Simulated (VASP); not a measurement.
# GaN (P6_3mc) in VASP: further runs

GaN is run at these levels: PBEsol; tasks: single point, relaxation of cell and atoms.

All numbers are computed with VASP 6.6.1; they aren't measurements. Logs are shortened: lines on timing, memory, paths and dates and some standing lists are left out, and cuts for length are marked.

## (1) The cell of the first run

Symmetry: P6_3mc, No. 186, hexagonal system. The conventional cell has a = 3.161 Å, b = 3.161 Å, c = 5.150 Å, α = 90.00°, β = 90.00°, γ = 120.00°. Within 2.6 Å of Ga (site symmetry 3m) lie 4 N at 1.93 to 1.94 Å. Within 2.6 Å of N (site symmetry 3m) lie 4 Ga at 1.93 to 1.94 Å.

## (2) Single point, PBEsol

Contents of INCAR:

```
SYSTEM = GaN
PREC = Accurate ; ENCUT = 520
EDIFF = 1E-7 ; ISMEAR = 0
SIGMA = 0.01 ; LREAL = .False.
LASPH = .True. ; NELM = 80
ALGO = Normal ; ISIF = 2
LWAVE = .False. ; LCHARG = .True.
GGA = PS ; LELF = .True.
LVHAR = .True. ; NBANDS = 26
```

Contents of KPOINTS:

```
Automatic mesh
0
Gamma
  8 8 4
  0 0 0
```

Contents of POSCAR:

```
GaN
1.0
    3.1610846643      0.0000000000      0.0000000000
   -1.5805423321      2.7375796228      0.0000000000
    0.0000000000      0.0000000000      5.1504558954
Ga N
2 2
Direct
    0.3333333333      0.6666666667     -0.0007724524
    0.6666666667      0.3333333333      0.4992275476
    0.3333333333      0.6666666667      0.3757724524
    0.6666666667      0.3333333333      0.8757724524
```

Potentials or basis: VASP PAW PBE potentials, release 64 (Ga_d, N).

Launch:

```sh
$ cat potpaw_PBE.64/Ga_d/POTCAR potpaw_PBE.64/N/POTCAR > POTCAR
$ mpirun -np 1 vasp_std > vasp.out
```

OUTCAR:

```text
SYSTEM = GaN
   PREC = Accurate
   ENCUT = 520
   EDIFF = 1E-7
   ISMEAR = 0
   LREAL = .False.
   LASPH = .True.
   NELM = 80
   ISIF = 2
   GGA = PS

 ion  position               nearest neighbor table
   1  0.333  0.667  0.999-   4 1.93   4 1.93   4 1.93   3 1.94
   2  0.667  0.333  0.499-   3 1.93   3 1.93   3 1.93   4 1.94
   3  0.333  0.667  0.376-   2 1.93   2 1.93   2 1.93   1 1.94
   4  0.667  0.333  0.876-   1 1.93   1 1.93   1 1.93   2 1.94

  LATTYP: Found a hexagonal cell.
 ALAT       =     3.1610846643
 C/A-ratio  =     1.6293318409

  Lattice vectors:

 A1 = (   3.1610846643,   0.0000000000,   0.0000000000)
 A2 = (  -1.5805423321,   2.7375796228,   0.0000000000)
 A3 = (   0.0000000000,   0.0000000000,   5.1504558954)

Analysis of symmetry for initial positions (statically):
=====================================================================
 Subroutine PRICEL returns:
 Original cell was already a primitive cell.

 Routine SETGRP: Setting up the symmetry group for a
 hexagonal supercell.

 Subroutine GETGRP returns: Found 12 space group operations
 (whereof  6 operations were pure point group operations)
 out of a pool of 24 trial point group operations.

The static configuration has the point symmetry C_3v.
 The point group associated with its full space group is C_6v.

Analysis of symmetry for dynamics (positions and initial velocities):
=====================================================================
 Subroutine PRICEL returns:
 Original cell was already a primitive cell.

 Routine SETGRP: Setting up the symmetry group for a
 hexagonal supercell.

 Subroutine GETGRP returns: Found 12 space group operations
 (whereof  6 operations were pure point group operations)
 out of a pool of 24 trial point group operations.

The dynamic configuration has the point symmetry C_3v.
 The point group associated with its full space group is C_6v.

 Subroutine INISYM returns: Found 12 space group operations
 (whereof  6 operations are pure point group operations),
 and found     1 'primitive' translations

----------------------------------------------------------------------------------------

                                     Primitive cell

  volume of cell :      44.5706

  direct lattice vectors                    reciprocal lattice vectors
     3.161084664  0.000000000  0.000000000     0.316347111  0.182643089  0.000000000
    -1.580542332  2.737579623  0.000000000     0.000000000  0.365286179  0.000000000
     0.000000000  0.000000000  5.150455895     0.000000000  0.000000000  0.194157570

  length of vectors
     3.161084664  3.161084664  5.150455895     0.365286179  0.365286179  0.194157570

  position of ions in fractional coordinates (direct lattice)
     0.333333333  0.666666667  0.999227548
     0.666666667  0.333333333  0.499227548
     0.333333333  0.666666667  0.375772452
     0.666666667  0.333333333  0.875772452

  ion indices of the primitive-cell ions
   primitive index   ion index
                 1           1
                 2           2
                 3           3
                 4           4

----------------------------------------------------------------------------------------

 KPOINTS: Automatic mesh

Automatic generation of k-mesh.
 Grid dimensions read from file:
 generate k-points for:    8    8    4

 Generating k-lattice:

  Cartesian coordinates                     Fractional coordinates (reciprocal lattice)
     0.039543389  0.022830386  0.000000000     0.125000000  0.000000000  0.000000000
     0.000000000  0.045660772  0.000000000     0.000000000  0.125000000  0.000000000
     0.000000000  0.000000000  0.048539392     0.000000000  0.000000000  0.250000000

  Length of vectors
     0.045660772  0.045660772  0.048539392

  Shift w.r.t. Gamma in fractional coordinates (k-lattice)
     0.000000000  0.000000000  0.000000000

 Subroutine IBZKPT returns following result:
 ===========================================

 Found     30 irreducible k-points:

 Following reciprocal coordinates:
            Coordinates               Weight
  0.000000  0.000000  0.000000      1.000000
  0.125000  0.000000  0.000000      6.000000
  0.250000  0.000000  0.000000      6.000000
  0.375000  0.000000  0.000000      6.000000
  0.500000  0.000000  0.000000      3.000000
  0.125000  0.125000  0.000000      6.000000
[... 16 lines left out ...]
  0.250000  0.000000  0.500000      6.000000
  0.375000  0.000000  0.500000      6.000000
 [... further k-points ...]
   k-points           NKPTS =     30   k-points in BZ     NKDIM =     30   number of bands    NBANDS=     26
   number of dos      NEDOS =    301   number of ions     NIONS =      4
   total plane-waves  NPLWV =  23040
   dimension x,y,z NGX =    24 NGY =   24 NGZ =   40
   dimension x,y,z NGXF=    48 NGYF=   48 NGZF=   80
   ions per type =               2   2
   NGX,Y,Z   is equivalent  to a cutoff of  12.62, 12.62, 12.91 a.u.
   NGXF,Y,Z  is equivalent  to a cutoff of  25.24, 25.24, 25.82 a.u.
 SYSTEM =  GaN
   PREC   = accura    normal or accurate (medium, high low for compatibility)
   ISTART =      0    job   : 0-new  1-cont  2-samecut
   ICHARG =      2    charge: 1-file 2-atom 10-const
   ISPIN  =      1    spin polarized calculation?
   LNONCOLLINEAR =      F non collinear calculations
   LSORBIT =      F    spin-orbit coupling
   LASPH  =      T    aspherical Exc in radial PAW
   ENCUT  =  520.0 eV  38.22 Ry    6.18 a.u.   5.88  5.88  9.58*2*pi/ulx,y,z
   NELM   =     80;   NELMIN=  2; NELMDL= -5     # of ELM steps
   EDIFF  = 0.1E-06   stopping-criterion for ELM
   LREAL  =      F    real-space projection
   EDIFFG = 0.1E-05   stopping-criterion for IOM
   NSW    =      0    number of steps for IOM
   IBRION =     -1    ionic relax: 0-MD 1-quasi-New 2-CG
   NFREE  =      0    steps in history (QN), initial steepest desc. (CG)
   ISIF   =      2    stress and relaxation
   ISYM   =      2    0-nonsym 1-usesym 2-fastsym
   POTIM  = 0.5000    time-step for ionic-motion
   TEBEG  =    0.0;   TEEND  =   0.0 temperature during run
   PSTRESS=    0.0 pullay stress
   NELECT =      36.0000    total number of electrons
   NUPDOWN=      -1.0000    fix difference up-down
   EMIN   =  10.00;   EMAX   =-10.00  energy-range for DOS
   EFERMI =   0.00;   METHOD = LEGACY
   ISMEAR =     0;   SIGMA  =   0.01  broadening in eV -4-tet -1-fermi 0-gaus
   EFERMI_NEDOS =   21; number of points for ismear=-14 and -15
   IALGO  =     38    algorithm
   IMIX   =      4    mixing-type and parameters
     AMIX     =   0.40;   BMIX     =  1.00
     AMIX_MAG =   1.60;   BMIX_MAG =  1.00
  volume/ion in A,a.u.               =      11.14        75.19
  Fermi-wavevector in a.u.,A,eV,Ry     =   1.524613  2.881100 31.625971  2.324443
  Thomas-Fermi vector in A             =   2.632896
   LORBIT       =      0    0 simple, 1 ext, 2 COOP (PROOUT), +10 PAW based schemes
   GGA     = PS    functional components
   LHFCALC =     F    Hartree Fock is set to
   AEXX    =    0.0000 exact exchange contribution
   IVDW    =     0    specifies the selected vdW correction
   LEPSILON=     F    determine dielectric tensor
   LRPA    =     F    only Hartree local field effects (RPA)
 non-spin polarized calculation
 Gauss-broadening in eV      SIGMA  =   0.01
  energy-cutoff  :      520.00
  volume of cell :       44.57
 maximum number of plane-waves:      1208
 NGX is ok and might be reduce to    24
   NGX = 11   NGY = 11   NGZ = 19

 number of electron      36.0000024 magnetization

 Free energy of the ion-electron system (eV)
  ---------------------------------------------------
  ext. energy  EPLUGINS =         0.00000000
  ---------------------------------------------------
  free energy    TOTEN  =       -26.25754211 eV

  energy without entropy =      -26.25754211  energy(sigma->0) =      -26.25754211

 E-fermi :   5.5094     XC(G=0): -12.0381

 val. band max:        5.4619294676   @ k =   0.0000   0.0000   0.0000
 cond. band min:       7.4904601530   @ k =   0.0000   0.0000   0.0000
 fundamental gap:      2.0285306854
 Fermi energy:         5.5094272636

 k-point     1 :       0.0000    0.0000    0.0000
  band No.  band energies     occupation
      1     -10.7348      2.00000
      2      -9.6980      2.00000
      3      -7.9636      2.00000
      4      -7.9469      2.00000
      5      -7.9469      2.00000
      6      -7.8800      2.00000
[... 18 lines left out ...]
     25      17.2672      0.00000
     26      17.2672      0.00000

 k-point     2 :       0.1250    0.0000    0.0000
  band No.  band energies     occupation
      1     -10.5734      2.00000
      2      -9.6549      2.00000
      3      -7.9461      2.00000
      4      -7.9236      2.00000
      5      -7.9017      2.00000
      6      -7.8598      2.00000
[... 18 lines left out ...]
     25      16.8007      0.00000
     26      17.5984      0.00000

 k-point     3 :       0.2500    0.0000    0.0000
  band No.  band energies     occupation
      1     -10.1857      2.00000
      2      -9.5712      2.00000
      3      -7.9042      2.00000
      4      -7.8824      2.00000
      5      -7.8170      2.00000
      6      -7.7684      2.00000
[... 18 lines left out ...]
     25      16.9035      0.00000
     26      18.2853      0.00000

 k-point     4 :       0.3750    0.0000    0.0000
  band No.  band energies     occupation
      1      -9.8349      2.00000
      2      -9.5170      2.00000
      3      -7.8916      2.00000
      4      -7.8667      2.00000
      5      -7.7748      2.00000
      6      -7.7127      2.00000
[... 18 lines left out ...]
     25      17.3500      0.00000
     26      18.8503      0.00000
[... 496 lines left out ...]
      1     -10.0113      2.00000
      2     -10.0113      2.00000
      3      -7.9083      2.00000
      4      -7.9083      2.00000
      5      -7.8949      2.00000
      6      -7.8949      2.00000
[... 18 lines left out ...]
     25      16.3327      0.00000
     26      16.3327      0.00000

 k-point    23 :       0.2500    0.0000    0.5000
  band No.  band energies     occupation
      1      -9.7819      2.00000
      2      -9.7819      2.00000
      3      -7.8800      2.00000
      4      -7.8800      2.00000
      5      -7.8280      2.00000
      6      -7.8280      2.00000
[... 18 lines left out ...]
     25      17.1555      0.00000
     26      17.1555      0.00000

 k-point    24 :       0.3750    0.0000    0.5000
  band No.  band energies     occupation
      1      -9.6068      2.00000
      2      -9.6068      2.00000
      3      -7.8896      2.00000
      4      -7.8896      2.00000
      5      -7.7750      2.00000
      6      -7.7750      2.00000
[... 18 lines left out ...]
     25      17.6667      0.00000
     26      17.6667      0.00000

 [... further k-points ...]

------------------------ aborting loop because EDIFF is reached ----------------------------------------

  FORCE on cell =-STRESS in cart. coord.  units (eV):
  Direction    XX          YY          ZZ          XY          YZ          ZX
  --------------------------------------------------------------------------------------
  -------------------------------------------------------------------------------------
  Total        1.0461834      1.0461834      1.0566973      0.0000000      0.0000000      0.0000000
  in kB       37.6071009     37.6071009     37.9850434      0.0000000      0.0000000      0.0000000
  external PRESSURE =      37.7330817 kB  Pullay stress =       0.0000000 kB

 VOLUME and BASIS-vectors are now :
 -----------------------------------------------------------------------------
  energy-cutoff  :      520.00
  volume of cell :       44.57
      direct lattice vectors                 reciprocal lattice vectors
     3.161084664  0.000000000  0.000000000     0.316347111  0.182643089  0.000000000
    -1.580542332  2.737579623  0.000000000     0.000000000  0.365286179  0.000000000
     0.000000000  0.000000000  5.150455895     0.000000000  0.000000000  0.194157570

 POSITION                                       TOTAL-FORCE (eV/Angst)
 -----------------------------------------------------------------------------------
     -0.00000      1.82505      5.14648         0.000000     -0.000000      0.000076
      1.58054      0.91253      2.57125        -0.000000      0.000000      0.000076
     -0.00000      1.82505      1.93540         0.000000     -0.000000     -0.000076
      1.58054      0.91253      4.51063        -0.000000      0.000000     -0.000076
 -----------------------------------------------------------------------------------
    total drift:                               -0.000001     -0.000001      0.000592

  FREE ENERGIE OF THE ION-ELECTRON SYSTEM (eV)
  ---------------------------------------------------
  free  energy   TOTEN  =       -26.2575421102 eV

  energy  without entropy=      -26.2575421102  energy(sigma->0) =      -26.25754211
```

It took 33 s on 1 thread of Intel Xeon Platinum 8488C (Sapphire Rapids), shared host; peak memory 0.17 GiB.

Results:

| Property | Result |
| --- | --- |
| Free energy | -26.2575 eV |
| Pressure | 3.8 GPa |
| Band gap on the k mesh | 2.03 eV |

Levels at points of the mesh, in eV from the valence-band top:
| k point | band 15 | band 16 | band 17 | band 18 | band 19 | band 20 | band 21 | band 22 |
| --- | --- | --- | --- | --- | --- | --- | --- | --- |
| (0.00, 0.00, 0.00) | -1.08 | -0.05 | 0.00 | 0.00 | 2.03 | 4.34 | 9.23 | 9.94 |
| (0.50, 0.00, 0.00) | -4.37 | -2.86 | -2.32 | -1.04 | 5.00 | 5.63 | 6.01 | 8.74 |
| (0.00, 0.00, 0.50) | -0.55 | -0.55 | -0.55 | -0.55 | 4.35 | 4.35 | 8.49 | 8.49 |
| (0.50, 0.00, 0.50) | -2.02 | -2.02 | -1.97 | -1.97 | 4.36 | 4.36 | 7.83 | 7.83 |

Caveat: the cell stands under pressure; the PAW data sets were made with another functional, which shifts forces and pressure a little.

## (3) Single point, PBEsol

This run uses another cell than the first one, of 11.31 Å³/atom.

Contents of INCAR:

```
PREC     = Accurate       # precision mode
ENCUT    = 520            # plane-wave cutoff, eV
EDIFF    = 1E-6           # SCF threshold, eV
ISMEAR   = 0              # smearing method
SIGMA    = 0.01           # smearing width, eV
LREAL    = F              # projectors in reciprocal space
LASPH    = T              # aspherical terms in the spheres
NELM     = 100            # most SCF steps
ALGO     = Normal         # electronic algorithm
ISIF     = 2              # what is computed and relaxed
LWAVE    = F              # write WAVECAR
LCHARG   = F              # write CHGCAR
GGA      = PS             # functional
NBANDS   = 26             # bands
```

Contents of KPOINTS:

```
regular mesh
0
Gamma
  8 8 4
```

Contents of POSCAR:

```
GaN
1.0
    3.1771259003      0.0000000000      0.0000000000
   -1.5885629501      2.7514717407      0.0000000000
    0.0000000000      0.0000000000      5.1764183605
Ga N
2 2
Direct
    0.3333333333      0.6666666667     -0.0008038554
    0.6666666667      0.3333333333      0.4991961446
    0.3333333333      0.6666666667      0.3758038554
    0.6666666667      0.3333333333      0.8758038554
```

Potentials or basis: VASP PAW PBE potentials, release 64 (Ga_d, N).

Launch:

```sh
$ cat potpaw_PBE.64/Ga_d/POTCAR potpaw_PBE.64/N/POTCAR > POTCAR
$ mpirun -np 1 vasp_std > vasp.out
```

It took 28 s on 1 thread of Intel Xeon Platinum 8488C (Sapphire Rapids), shared host; peak memory 0.17 GiB.

It converged, with:

- Free energy: -26.2675 eV
- Pressure: 0.8 GPa
- Band gap on the k mesh: 1.93 eV

Levels at points of the mesh, in eV from the valence-band top:
```csv
k point,band 15,band 16,band 17,band 18,band 19,band 20,band 21,band 22
"(0.00, 0.00, 0.00)",-1.06,-0.04,0.00,0.00,1.93,4.24,9.14,9.85
"(0.50, 0.00, 0.00)",-4.30,-2.80,-2.27,-1.02,4.96,5.54,5.96,8.62
"(0.00, 0.00, 0.50)",-0.54,-0.54,-0.54,-0.54,4.25,4.25,8.41,8.41
"(0.50, 0.00, 0.50)",-1.99,-1.99,-1.94,-1.94,4.32,4.32,7.74,7.74
```

Caveat: the PAW data sets were made with another functional, which shifts forces and pressure a little.

[end of part 1 of 2]
